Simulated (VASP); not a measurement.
# BAs (F-43m) in VASP: a series of runs, part 2 of 2

VASP 6.6.1. Earlier steps stand in the parts before.

### 4 G0W0 quasiparticle levels, PBE

POSCAR reads:

```
BAs
1.0
    0.0000000000      2.3885000000      2.3885000000
    2.3885000000      0.0000000000      2.3885000000
    2.3885000000      2.3885000000      0.0000000000
B As
1 1
Direct
    0.0000000000      0.0000000000      0.0000000000
    0.2500000000      0.2500000000      0.2500000000
```

INCAR.step1 reads:

```
PREC = Accurate
ENCUT = 500
EDIFF = 1E-8
ISMEAR = 0
SIGMA = 0.01
LREAL = False
LASPH = True
NELM = 80
ALGO = Normal
LWAVE = True
LCHARG = False
GGA = PE
```

INCAR.step2 reads:

```
PREC = Accurate
ENCUT = 500
EDIFF = 1E-8
ISMEAR = 0
SIGMA = 0.01
LREAL = False
LASPH = True
NELM = 1
ALGO = Exact
LWAVE = True
LCHARG = False
GGA = PE
NBANDS = 388
LOPTICS = True
ISTART = 1
```

INCAR.step3 reads:

```
PREC = Accurate
ENCUT = 500
EDIFF = 1E-8
ISMEAR = 0
SIGMA = 0.01
LREAL = False
LASPH = True
ALGO = EVGW0
LWAVE = False
LCHARG = False
GGA = PE
NELMGW = 1
NBANDS = 388
ENCUTGW = 200
NOMEGA = 48
PRECFOCK = Fast
ISTART = 1
NBANDSGW = 12
```

KPOINTS reads:

```
regular mesh
0
Gamma
  2 2 2
```

Potentials or basis: VASP PAW PBE potentials, release 64 (B_GW, As_GW).

Started as:

```console
$ cat potpaw_PBE.64/B_GW/POTCAR potpaw_PBE.64/As_GW/POTCAR > POTCAR
$ cp INCAR.step1 INCAR
$ mpirun -np 1 vasp_std > vasp.out
$ cp INCAR.step2 INCAR
$ mpirun -np 1 vasp_std > vasp.out
$ cp INCAR.step3 INCAR
$ mpirun -np 1 vasp_std > vasp.out
```

OUTCAR:

```text
PREC = Accurate
   ENCUT = 500
   EDIFF = 1E-8
   ISMEAR = 0
   LREAL = False
   LASPH = True
   GGA = PE
   NELMGW = 1
   ENCUTGW = 200
   PRECFOCK = Fast
   ISTART = 1

 ion  position               nearest neighbor table
   1  0.000  0.000  0.000-   2 2.07   2 2.07   2 2.07   2 2.07
   2  0.250  0.250  0.250-   1 2.07   1 2.07   1 2.07   1 2.07

  LATTYP: Found a face centered cubic cell.
 ALAT       =     4.7770000000

  Lattice vectors:

 A1 = (   0.0000000000,   2.3885000000,   2.3885000000)
 A2 = (   2.3885000000,   0.0000000000,   2.3885000000)
 A3 = (   2.3885000000,   2.3885000000,   0.0000000000)

Analysis of symmetry for initial positions (statically):
=====================================================================
 Subroutine PRICEL returns:
 Original cell was already a primitive cell.

 Routine SETGRP: Setting up the symmetry group for a
 face centered cubic supercell.

 Subroutine GETGRP returns: Found 24 space group operations
 (whereof 24 operations were pure point group operations)
 out of a pool of 48 trial point group operations.

The static configuration has the point symmetry T_d .

Analysis of symmetry for dynamics (positions and initial velocities):
=====================================================================
 Subroutine PRICEL returns:
 Original cell was already a primitive cell.

 Routine SETGRP: Setting up the symmetry group for a
 face centered cubic supercell.

 Subroutine GETGRP returns: Found 24 space group operations
 (whereof 24 operations were pure point group operations)
 out of a pool of 48 trial point group operations.

The dynamic configuration has the point symmetry T_d .

 Subroutine INISYM returns: Found 24 space group operations
 (whereof 24 operations are pure point group operations),
 and found     1 'primitive' translations

----------------------------------------------------------------------------------------

                                     Primitive cell

  volume of cell :      27.2525

  direct lattice vectors                    reciprocal lattice vectors
     0.000000000  2.388500000  2.388500000    -0.209336404  0.209336404  0.209336404
     2.388500000  0.000000000  2.388500000     0.209336404 -0.209336404  0.209336404
     2.388500000  2.388500000  0.000000000     0.209336404  0.209336404 -0.209336404

  length of vectors
     3.377849094  3.377849094  3.377849094     0.362581287  0.362581287  0.362581287

  position of ions in fractional coordinates (direct lattice)
     0.000000000  0.000000000  0.000000000
     0.250000000  0.250000000  0.250000000

  ion indices of the primitive-cell ions
   primitive index   ion index
                 1           1
                 2           2

----------------------------------------------------------------------------------------

 KPOINTS: regular mesh

Automatic generation of k-mesh.
 Grid dimensions read from file:
 generate k-points for:    2    2    2

 Generating k-lattice:

  Cartesian coordinates                     Fractional coordinates (reciprocal lattice)
    -0.104668202  0.104668202  0.104668202     0.500000000  0.000000000  0.000000000
     0.104668202 -0.104668202  0.104668202     0.000000000  0.500000000  0.000000000
     0.104668202  0.104668202 -0.104668202     0.000000000  0.000000000  0.500000000

  Length of vectors
     0.181290643  0.181290643  0.181290643

  Shift w.r.t. Gamma in fractional coordinates (k-lattice)
     0.000000000  0.000000000  0.000000000

 Subroutine IBZKPT returns following result:
 ===========================================

 Found      3 irreducible k-points:

 Following reciprocal coordinates:
            Coordinates               Weight
  0.000000  0.000000  0.000000      1.000000
  0.500000  0.000000  0.000000      4.000000
  0.500000  0.500000  0.000000      3.000000
   k-points           NKPTS =      3   k-points in BZ     NKDIM =      8   number of bands    NBANDS=    388
   number of dos      NEDOS =    301   number of ions     NIONS =      2
   total plane-waves  NPLWV =  21952
   dimension x,y,z NGX =    28 NGY =   28 NGZ =   28
   dimension x,y,z NGXF=    56 NGYF=   56 NGZF=   56
   ions per type =               1   1
   NGX,Y,Z   is equivalent  to a cutoff of  13.78, 13.78, 13.78 a.u.
   NGXF,Y,Z  is equivalent  to a cutoff of  27.56, 27.56, 27.56 a.u.
 SYSTEM =  unknown system
   PREC   = accura    normal or accurate (medium, high low for compatibility)
   ISTART =      1    job   : 0-new  1-cont  2-samecut
   ICHARG =      0    charge: 1-file 2-atom 10-const
   ISPIN  =      1    spin polarized calculation?
   LNONCOLLINEAR =      F non collinear calculations
   LSORBIT =      F    spin-orbit coupling
   LASPH  =      T    aspherical Exc in radial PAW
   ENCUT  =  500.0 eV  36.75 Ry    6.06 a.u.   6.16  6.16  6.16*2*pi/ulx,y,z
   NELM   =     60;   NELMIN=  2; NELMDL=  0     # of ELM steps
   EDIFF  = 0.1E-07   stopping-criterion for ELM
   LREAL  =      F    real-space projection
   EDIFFG = 0.1E-06   stopping-criterion for IOM
   NSW    =      0    number of steps for IOM
   IBRION =     -1    ionic relax: 0-MD 1-quasi-New 2-CG
   NFREE  =      0    steps in history (QN), initial steepest desc. (CG)
   ISIF   =      0    stress and relaxation
   ISYM   =      3    0-nonsym 1-usesym 2-fastsym
   POTIM  = 0.5000    time-step for ionic-motion
   TEBEG  =    0.0;   TEEND  =   0.0 temperature during run
   PSTRESS=    0.0 pullay stress
   NELECT =       8.0000    total number of electrons
   NUPDOWN=      -1.0000    fix difference up-down
   EMIN   =  10.00;   EMAX   =-10.00  energy-range for DOS
   EFERMI =   0.00;   METHOD = LEGACY
   ISMEAR =     0;   SIGMA  =   0.01  broadening in eV -4-tet -1-fermi 0-gaus
   EFERMI_NEDOS =   21; number of points for ismear=-14 and -15
   IALGO  =     38    algorithm
   IMIX   =      4    mixing-type and parameters
     AMIX     =   0.40;   BMIX     =  1.00
     AMIX_MAG =   1.60;   BMIX_MAG =  1.00
  volume/ion in A,a.u.               =      13.63        91.95
  Fermi-wavevector in a.u.,A,eV,Ry     =   1.088018  2.056057 16.106360  1.183784
  Thomas-Fermi vector in A             =   2.224191
   LORBIT       =      0    0 simple, 1 ext, 2 COOP (PROOUT), +10 PAW based schemes
   GGA     = PE    functional components
   LHFCALC =     T    Hartree Fock is set to
   PRECFOCK=fast      Normal, Fast or Accurate (Low or Medium for compatibility)
   ENCUT4O =  -1.0   cutoff for four orbital integrals eV
   NKREDX  =     1    reduce k-point grid by
   NKREDY  =     1    reduce k-point grid by
   NKREDZ  =     1    reduce k-point grid by
   AEXX    =    1.0000 exact exchange contribution
   HFSCREEN=    0.0000 screening length (either q_TF or 0.3 A-1)
   HFSCREENC=   0.0000 screening length for correlation (either q_TF or 0.3 A-1)
   ENCUTFOCK=  -1.0 apply spherical cutoff to Coloumb kernel
   IVDW    =     0    specifies the selected vdW correction
   LEPSILON=     F    determine dielectric tensor
   LRPA    =     F    only Hartree local field effects (RPA)
   LRPAFORCE           =     F    calculate RPA forces
   ENCUTGW             = 200.0    cutoff for response function in eV
   ENCUTGWSOFT         = 160.0    soft cutoff for Coulomb kernel in GW response function in eV
   ENCUTLF             =  -1.0    cutoff for local field effects
   NELMGW              =     1    number of iterations in solving QP/BSE equation
   NELMHF              =     1    number of iterations in the inner HF iteration
   NKREDLFX            =     1    NKREDLFY  =   1   NKREDLFZ  =   1
 non-spin polarized calculation
 Gauss-broadening in eV      SIGMA  =   0.01
  energy-cutoff  :      500.00
  volume of cell :       27.25
 maximum number of plane-waves:       701
 NGX is ok and might be reduce to    28
  NGX = 14; NGY = 14; NGZ = 14
   NGX = 13   NGY = 13   NGZ = 13
 maximum number of plane-waves:       190

 QP shifts <psi_nk| G(iteration)W_0 |psi_nk>: iteration 1
 for sc-GW calculations column KS-energies equals QP-energies in previous step
 and V_xc(KS)=  KS-energies - (<T + V_ion + V_H > + <T+V_H+V_ion>^1  + <V_x>^1)

 k-point   1 :       0.0000    0.0000    0.0000
  band No.  KS-energies  QP-energies   sigma(KS)   V_xc(KS)     V^pw_x(r,r')   Z            occupation Imag(sigma)

      1      -9.0114     -10.0127     -12.9845     -11.6137     -19.3632       0.7304       2.0000       1.0635
      2       6.4980       5.7292     -13.6419     -12.6621     -15.8180       0.7846       2.0000       0.1139
      3       6.4980       5.7292     -13.6419     -12.6621     -15.8180       0.7846       2.0000       0.1139
      4       6.4980       5.7292     -13.6419     -12.6621     -15.8180       0.7846       2.0000       0.1139
      5       9.6376       9.7564     -11.1780     -11.3295      -5.7515       0.7841       0.0000      -0.1231
      6       9.6376       9.7564     -11.1780     -11.3295      -5.7515       0.7841       0.0000      -0.1231
      7       9.6376       9.7564     -11.1780     -11.3295      -5.7515       0.7841       0.0000      -0.1231
      8      11.1849      11.4799     -12.1559     -12.5656      -5.5739       0.7202       0.0000      -0.2106
      9      16.0000      15.5888      -9.0554      -8.5570      -2.7113       0.8251       0.0000      -0.3805
     10      19.2405      19.0888     -10.5702     -10.3739      -4.2080       0.7722       0.0000      -0.2321
     11      19.2405      19.0888     -10.5702     -10.3739      -4.2080       0.7722       0.0000      -0.2321
     12      20.6419      20.2257      -9.2952      -8.7688      -2.2548       0.7909       0.0000      -0.6043

 k-point   2 :       0.5000    0.0000    0.0000
  band No.  KS-energies  QP-energies   sigma(KS)   V_xc(KS)     V^pw_x(r,r')   Z            occupation Imag(sigma)
[... 17 lines left out ...]
      1      -4.8078      -5.6103     -13.2836     -12.2619     -18.2222       0.7855       2.0000       0.6943
      2      -2.0929      -3.2043     -13.2527     -11.8114     -17.1612       0.7711       2.0000       0.5004
      3       2.3342       1.5955     -12.7913     -11.8285     -15.6872       0.7673       2.0000       0.1898
      4       2.3342       1.5955     -12.7913     -11.8285     -15.6872       0.7673       2.0000       0.1898
      5       7.7806       7.4777     -10.2780      -9.8948      -4.9697       0.7903       0.0000      -0.1041
      6       7.8144       7.6244     -10.0244      -9.7859      -4.7002       0.7962       0.0000      -0.1019
      7      17.8486      18.2805     -11.7422     -12.3105      -4.6226       0.7599       0.0000      -0.4713
      8      17.8486      18.2805     -11.7422     -12.3105      -4.6226       0.7599       0.0000      -0.4713
      9      19.4361      19.7162     -11.2841     -11.6419      -4.0465       0.7829       0.0000      -0.4854
     10      23.7021      23.7068     -11.2896     -11.2959      -3.5950       0.7446       0.0000      -0.8295
     11      24.2029      24.0982     -10.7269     -10.5925      -4.0140       0.7789       0.0000      -0.5231
     12      24.2029      24.0982     -10.7269     -10.5925      -4.0140       0.7789       0.0000      -0.5231
```

Wall time 58 s (1 thread of AMD EPYC 7R13, shared host); peak memory 0.18 GiB.

Results:

| Quantity | Value |
| --- | --- |
| Band gap on the k mesh, mean-field level | 1.28 eV, indirect (least direct gap 3.14 eV) |
| Quasiparticle gap | 1.75 eV |
| Least direct quasiparticle gap | 4.03 eV |

Caveat: the k points lie up to 1.14 Å⁻¹ apart; bands, screening cutoff and mesh are small and nothing is extrapolated, so the quasiparticle values aren't converged. A k mesh can miss the band edges.
